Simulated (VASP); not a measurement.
Wanted: the native input for a VASP 6.6.1 run.

* Task: relaxation of the atoms
* Functional: r2SCAN
* Potentials or basis: VASP PAW PBE potentials, release 64 (Ti_sv, N)
* Cutoff: 520 eV
* k mesh: 14 × 14 × 14
* Occupations: fermi-dirac, width 0.1 eV
* Spin: no spin polarisation
* Dipole correction: no
* Further INCAR settings: ALGO = Normal; EDIFF = 1e-07; IBRION = 2; EDIFFG = -0.01; NSW = 50

The system is TiN (Osbornite).

```
Ti N
1.0
     0.00000    2.14476    2.14476
     2.14476    0.00000    2.14476
     2.14476    2.14476    0.00000
Ti N
1 1
Cartesian
  0.0000 0.0000 0.0000
  2.1448 2.1448 2.1448
```

The input as run:

POSCAR

```
TiN
1.0
    0.0000000000      2.1447607800      2.1447607800
    2.1447607800      0.0000000000      2.1447607800
    2.1447607800      2.1447607800      0.0000000000
Ti N
1 1
Direct
    0.0000000000      0.0000000000      0.0000000000
    0.5000000000      0.5000000000      0.5000000000
```

INCAR.step1

```
SYSTEM = TiN
ALGO = Normal
EDIFF = 1E-4
ENCUT = 520
GGA = PE
ISMEAR = -1
LASPH = .True.
LCHARG = .False.
LREAL = .False.
LWAVE = .True.
NELM = 80
PREC = Accurate
SIGMA = 0.1
```

INCAR.step2

```
SYSTEM = TiN
ALGO = Normal
EDIFF = 1E-7
EDIFFG = -0.01
ENCUT = 520
IBRION = 2
ISIF = 2
ISMEAR = -1
ISTART = 1
LASPH = .True.
LCHARG = .False.
LMIXTAU = .True.
LREAL = .False.
LWAVE = .False.
METAGGA = R2SCAN
NELM = 80
NSW = 50
PREC = Accurate
SIGMA = 0.1
```

KPOINTS

```
k-points
0
Gamma
  14 14 14
  0 0 0
```

Potentials or basis: VASP PAW PBE potentials, release 64 (Ti_sv, N).

Run with:

```console
$ cat potpaw_PBE.64/Ti_sv/POTCAR potpaw_PBE.64/N/POTCAR > POTCAR
$ cp INCAR.step1 INCAR
$ mpirun -np 1 vasp_std > vasp.out
$ cp INCAR.step2 INCAR
$ mpirun -np 1 vasp_std > vasp.out
```

Results of the run:

```json
{
  "Pressure after relaxing": "-9.4 GPa"
}
```

Caveat: the relaxation stopped at its first step, so nothing moved; the PAW data sets were made with another functional, which shifts forces and pressure a little.

Run time: 2.3 min on 1 thread of Oxide Virtual Turin-like Processor, with other jobs on the host, peak memory 0.13 GiB.
